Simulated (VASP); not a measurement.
**Ni: relaxation of cell and atoms with revPBE**

Crystal: Ni.

```
Ni
1.0
     0.00000    1.76194    1.76194
     1.76194    0.00000    1.76194
     1.76194    1.76194    0.00000
Ni
1
Cartesian
  0.0000 0.0000 0.0000
```

```
Program                : VASP 6.6.1
Task                   : relaxation of cell and atoms
Functional             : revPBE
Potentials or basis    : VASP PAW PBE potentials, release 64 (Ni)
Cutoff                 : 600 eV
k mesh                 : 15 × 15 × 15
Occupations            : fermi-dirac, width 0.1 eV
Spin                   : no spin polarisation
Dipole correction      : no
Further INCAR settings : ALGO = Normal; EDIFF = 1e-06; IBRION = 2; EDIFFG = -0.01; NSW = 80; ISIF = 3
```

```
Relaxed volume                         : 11.08 Å³/atom
Relaxed cell                           : a = 2.503 Å, b = 2.503 Å, c = 2.503 Å, α = 60.00°, β = 60.00°, γ = 60.00°
Space group after relaxing (to 0.05 Å) : Fm-3m (No. 225)
Energy gained by relaxing              : 1.1 meV/atom
Ionic steps                            : 3
Pressure after relaxing                : 0.0 GPa
Band gap on the k mesh                 : zero (band 5 reaches 9.18 eV, above the bottom of band 6 at 8.26 eV)
```

The path:
```csv
step,energy change (eV),largest force (eV/Å),pressure (GPa),volume (Å³)
1,0.0000,0.0000,2.48,10.94
2,-0.0003,0.0000,-2.05,11.21
3,-0.0011,0.0000,0.02,11.08
```

Final structure:
```
Ni
1.0
     0.00000    1.76955    1.76955
     1.76955    0.00000    1.76955
     1.76955    1.76955    0.00000
Ni
1
Direct
  0.00000 0.00000 0.00000
```

Levels at points of the mesh, in eV from the Fermi level:
```csv
k point,band 1,band 2,band 3,band 4,band 5,band 6,band 7,band 8,band 9
"(0.00, 0.00, 0.00)",-8.73,-1.82,-1.82,-1.82,-0.76,-0.76,23.61,27.45,27.45
```

Run time: 19 s on 1 thread of Intel(R) Xeon(R) Platinum 8375C CPU @ 2.90GHz (Ice Lake), on a shared host, peak memory 0.14 GiB.

Caveat: the PAW data sets were made with another functional, which shifts forces and pressure a little; the run has no spin polarisation, though such a crystal can be magnetic. Spin polarisation is off, so any magnetic state and its effect on volume and gap are missing.
